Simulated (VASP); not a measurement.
# Re (Fm-3m) in VASP: notebook

Re is run at these levels: PBE; tasks: single point.

Program: VASP 6.6.1. These are calculated values, not measurements. Logs are shortened: lines on timing, memory, paths and dates and some standing lists are left out, and cuts for length are marked.

### Step 1. The cell of the first run

Symmetry: Fm-3m, No. 225, cubic system. Conventional cell: a = 3.794 Å, b = 3.794 Å, c = 3.794 Å, α = 90.00°, β = 90.00°, γ = 90.00°. Within 3.5 Å of Re (site symmetry m-3m) lie 12 Re at 2.68 Å.

### Step 2. Single point, PBE (volume scaled by 0.91)

INCAR reads:

```
ALGO = Normal
EDIFF = 1E-6
ENCUT = 520
GGA = PE
ISIF = 2
ISMEAR = 0
LASPH = T
LCHARG = F
LREAL = F
LWAVE = F
NBANDS = 10
NELM = 100
PREC = Accurate
SIGMA = 0.1
```

KPOINTS reads:

```
k-points
0
Gamma
  18 18 18
```

POSCAR reads:

```
Re
1.0
    0.0000000000      1.8971362047      1.8971362047
    1.8971362047      0.0000000000      1.8971362047
    1.8971362047      1.8971362047      0.0000000000
Re
1
Direct
    0.0000000000      0.0000000000      0.0000000000
```

Potentials or basis: VASP PAW PBE potentials, release 64 (Re).

Run with:

```bash
> cat potpaw_PBE.64/Re/POTCAR > POTCAR
> mpirun -np 1 vasp_std > vasp.out
```

OUTCAR:

```text
EDIFF = 1E-6
   ENCUT = 520
   GGA = PE
   ISIF = 2
   ISMEAR = 0
   LASPH = T
   LREAL = F
   NELM = 100
   PREC = Accurate

 ion  position               nearest neighbor table
   1  0.000  0.000  0.000-

  LATTYP: Found a face centered cubic cell.
 ALAT       =     3.7942724094

  Lattice vectors:

 A1 = (   0.0000000000,   1.8971362047,   1.8971362047)
 A2 = (   1.8971362047,   0.0000000000,   1.8971362047)
 A3 = (   1.8971362047,   1.8971362047,   0.0000000000)

Analysis of symmetry for initial positions (statically):
=====================================================================
 Subroutine PRICEL returns:
 Original cell was already a primitive cell.

 Routine SETGRP: Setting up the symmetry group for a
 face centered cubic supercell.

 Subroutine GETGRP returns: Found 48 space group operations
 (whereof 48 operations were pure point group operations)
 out of a pool of 48 trial point group operations.

The static configuration has the point symmetry O_h .

Analysis of symmetry for dynamics (positions and initial velocities):
=====================================================================
 Subroutine PRICEL returns:
 Original cell was already a primitive cell.

 Routine SETGRP: Setting up the symmetry group for a
 face centered cubic supercell.

 Subroutine GETGRP returns: Found 48 space group operations
 (whereof 48 operations were pure point group operations)
 out of a pool of 48 trial point group operations.

The dynamic configuration has the point symmetry O_h .

 Subroutine INISYM returns: Found 48 space group operations
 (whereof 48 operations are pure point group operations),
 and found     1 'primitive' translations

----------------------------------------------------------------------------------------

                                     Primitive cell

  volume of cell :      13.6561

  direct lattice vectors                    reciprocal lattice vectors
     0.000000000  1.897136205  1.897136205    -0.263555141  0.263555141  0.263555141
     1.897136205  0.000000000  1.897136205     0.263555141 -0.263555141  0.263555141
     1.897136205  1.897136205  0.000000000     0.263555141  0.263555141 -0.263555141

  length of vectors
     2.682955750  2.682955750  2.682955750     0.456490895  0.456490895  0.456490895

  position of ions in fractional coordinates (direct lattice)
     0.000000000  0.000000000  0.000000000

  ion indices of the primitive-cell ions
[... 72 lines left out ...]
   ENCUT  =  520.0 eV  38.22 Ry    6.18 a.u.   4.99  4.99  4.99*2*pi/ulx,y,z
   NELM   =    100;   NELMIN=  2; NELMDL= -5     # of ELM steps
   EDIFF  = 0.1E-05   stopping-criterion for ELM
   LREAL  =      F    real-space projection
   EDIFFG = 0.1E-04   stopping-criterion for IOM
   NSW    =      0    number of steps for IOM
   IBRION =     -1    ionic relax: 0-MD 1-quasi-New 2-CG
   NFREE  =      0    steps in history (QN), initial steepest desc. (CG)
   ISIF   =      2    stress and relaxation
   ISYM   =      2    0-nonsym 1-usesym 2-fastsym
   POTIM  = 0.5000    time-step for ionic-motion
   TEBEG  =    0.0;   TEEND  =   0.0 temperature during run
   PSTRESS=    0.0 pullay stress
   NELECT =       7.0000    total number of electrons
   NUPDOWN=      -1.0000    fix difference up-down
   EMIN   =  10.00;   EMAX   =-10.00  energy-range for DOS
   EFERMI =   0.00;   METHOD = LEGACY
   ISMEAR =     0;   SIGMA  =   0.10  broadening in eV -4-tet -1-fermi 0-gaus
   EFERMI_NEDOS =   21; number of points for ismear=-14 and -15
   IALGO  =     38    algorithm
   IMIX   =      4    mixing-type and parameters
     AMIX     =   0.40;   BMIX     =  1.00
     AMIX_MAG =   1.60;   BMIX_MAG =  1.00
  volume/ion in A,a.u.               =      13.66        92.16
  Fermi-wavevector in a.u.,A,eV,Ry     =   1.310184  2.475889 23.355522  1.716582
  Thomas-Fermi vector in A             =   2.440732
   LORBIT       =      0    0 simple, 1 ext, 2 COOP (PROOUT), +10 PAW based schemes
   GGA     = PE    functional components
   LHFCALC =     F    Hartree Fock is set to
   AEXX    =    0.0000 exact exchange contribution
   IVDW    =     0    specifies the selected vdW correction
   LEPSILON=     F    determine dielectric tensor
   LRPA    =     F    only Hartree local field effects (RPA)
 non-spin polarized calculation
 Gauss-broadening in eV      SIGMA  =   0.10
  energy-cutoff  :      520.00
  volume of cell :       13.66
 maximum number of plane-waves:       380
   NGX =  9   NGY =  9   NGZ =  9

 number of electron       6.9999999 magnetization

 Free energy of the ion-electron system (eV)
  ---------------------------------------------------
  ext. energy  EPLUGINS =         0.00000000
  ---------------------------------------------------
  free energy    TOTEN  =       -12.20137371 eV

  energy without entropy =      -12.19756467  energy(sigma->0) =      -12.19946919

 E-fermi :   9.1335     XC(G=0): -14.1470

 val. band max:        9.1321164718   @ k =  -0.3333   0.2778   0.0000
 cond. band min:       9.1407713838   @ k =   0.5000   0.0556   0.0000
 fundamental gap:      0.0086549120
 Fermi energy:         9.1335156221

 k-point     1 :       0.0000    0.0000    0.0000
  band No.  band energies     occupation
      1      -1.5411      2.00000
      2       6.9846      2.00000
      3       6.9846      2.00000
      4       6.9846      2.00000
      5      10.5550      0.00000
      6      10.5550      0.00000
      7      23.0831      0.00000
      8      29.1847      0.00000
      9      29.1847      0.00000
     10      29.1847      0.00000
[... 287 lines left out ...]
 k-point    24 :      -0.2222    0.0556    0.0000
  band No.  band energies     occupation
      1       0.9177      2.00000
      2       5.9635      2.00000
      3       7.4921      2.00000
      4       7.6358      2.00000
      5      10.0361      0.00000
      6      11.2293      0.00000
      7      23.7363      0.00000
      8      27.7128      0.00000
      9      32.6325      0.00000
     10      34.2626      0.00000

 [... further k-points ...]
[... 5 lines left out ...]
  --------------------------------------------------------------------------------------
  -------------------------------------------------------------------------------------
  Total        3.5999409      3.5999409      3.5999409     -0.0000000     -0.0000000     -0.0000000
  in kB      422.3577077    422.3577077    422.3577077     -0.0000000     -0.0000000     -0.0000000
  external PRESSURE =     422.3577077 kB  Pullay stress =       0.0000000 kB

 VOLUME and BASIS-vectors are now :
 -----------------------------------------------------------------------------
  energy-cutoff  :      520.00
  volume of cell :       13.66
      direct lattice vectors                 reciprocal lattice vectors
     0.000000000  1.897136205  1.897136205    -0.263555141  0.263555141  0.263555141
     1.897136205  0.000000000  1.897136205     0.263555141 -0.263555141  0.263555141
     1.897136205  1.897136205  0.000000000     0.263555141  0.263555141 -0.263555141

 POSITION                                       TOTAL-FORCE (eV/Angst)
 -----------------------------------------------------------------------------------
      0.00000      0.00000      0.00000        -0.000000      0.000000      0.000000
 -----------------------------------------------------------------------------------
    total drift:                                0.000000      0.000000     -0.000000

  FREE ENERGIE OF THE ION-ELECTRON SYSTEM (eV)
  ---------------------------------------------------
  free  energy   TOTEN  =       -12.2013737050 eV

  energy  without entropy=      -12.1975646725  energy(sigma->0) =      -12.19946919
```

OSZICAR:

```text
N       E                     dE             d eps       ncg     rms          rms(c)
DAV:   1     0.505400457646E+01    0.50540E+01   -0.35000E+03  6154   0.795E+02
DAV:   2    -0.124732122717E+02   -0.17527E+02   -0.16324E+02  6016   0.165E+02
DAV:   3    -0.128379900996E+02   -0.36478E+00   -0.35331E+00  6400   0.384E+01
DAV:   4    -0.128398934664E+02   -0.19034E-02   -0.19021E-02  6294   0.141E+00
DAV:   5    -0.128398966662E+02   -0.31998E-05   -0.31995E-05  5774   0.264E-02    0.348E+01
DAV:   6    -0.123908448683E+02    0.44905E+00   -0.28233E-01  6192   0.141E+01    0.160E+01
DAV:   7    -0.122063111059E+02    0.18453E+00   -0.28202E-01  6312   0.134E+01    0.486E-01
DAV:   8    -0.122018427242E+02    0.44684E-02   -0.19498E-03  5826   0.362E-01    0.977E-02
DAV:   9    -0.122013644541E+02    0.47827E-03   -0.32024E-04  5506   0.143E-01    0.244E-02
DAV:  10    -0.122013737172E+02   -0.92632E-05   -0.22842E-05  5508   0.444E-02    0.240E-03
DAV:  11    -0.122013737050E+02    0.12205E-07   -0.17799E-07  3362   0.696E-03
   1 F= -.12201374E+02 E0= -.12199469E+02  d E =-.380903E-02
```

Wall time 20 s (1 thread of Intel Xeon Platinum 8559C (Emerald Rapids), shared host); peak memory 0.15 GiB.

Results:

- Free energy: -12.2014 eV
- Pressure: 42.2 GPa

Caveat: spin-orbit coupling is left out, which moves the levels of the heavy elements.

### Step 3. Single point, PBE (volume scaled by 0.94)

INCAR reads:

```
SYSTEM = Re
  PREC = Accurate
  ENCUT = 520
  EDIFF = 1E-6
  ISMEAR = 0
  SIGMA = 0.1
  LREAL = .False.
  LASPH = .True.
  NELM = 100
  ALGO = Normal
  ISIF = 2
  LWAVE = .False.
  LCHARG = .True.
  GGA = PE
  LELF = .True.
  LVHAR = .True.
  NBANDS = 10
```

KPOINTS reads:

```
Automatic mesh
0
Gamma
  18 18 18
  0 0 0
```

POSCAR reads:

```
Re
1.0
    0.0000000000      1.9177588660      1.9177588660
    1.9177588660      0.0000000000      1.9177588660
    1.9177588660      1.9177588660      0.0000000000
Re
1
Direct
    0.0000000000      0.0000000000      0.0000000000
```

Potentials or basis: VASP PAW PBE potentials, release 64 (Re).

Run with:

```bash
> cat potpaw_PBE.64/Re/POTCAR > POTCAR
> mpirun -np 1 vasp_std > vasp.out
```

Wall time 23 s (1 thread of Intel Xeon Platinum 8559C (Emerald Rapids), shared host); peak memory 0.15 GiB.

The run converged. Its results:

```yaml
Free_energy: -12.2963 eV
Pressure: 25.6 GPa
```

Levels at points of the mesh, in eV from the Fermi level:
| k point | band 2 | band 3 | band 4 | band 5 | band 6 | band 7 |
| --- | --- | --- | --- | --- | --- | --- |
| (0.00, 0.00, 0.00) | -2.04 | -2.04 | -2.04 | 1.36 | 1.36 | 13.94 |
| (0.50, 0.00, 0.00) | -2.27 | -2.27 | 0.30 | 4.08 | 4.08 | 10.62 |
| (0.50, 0.50, 0.00) | -6.32 | 3.01 | 4.04 | 4.89 | 4.89 | 12.64 |

Caveat: spin-orbit coupling is left out, which moves the levels of the heavy elements.

(Part 1 of 3 ends here.)
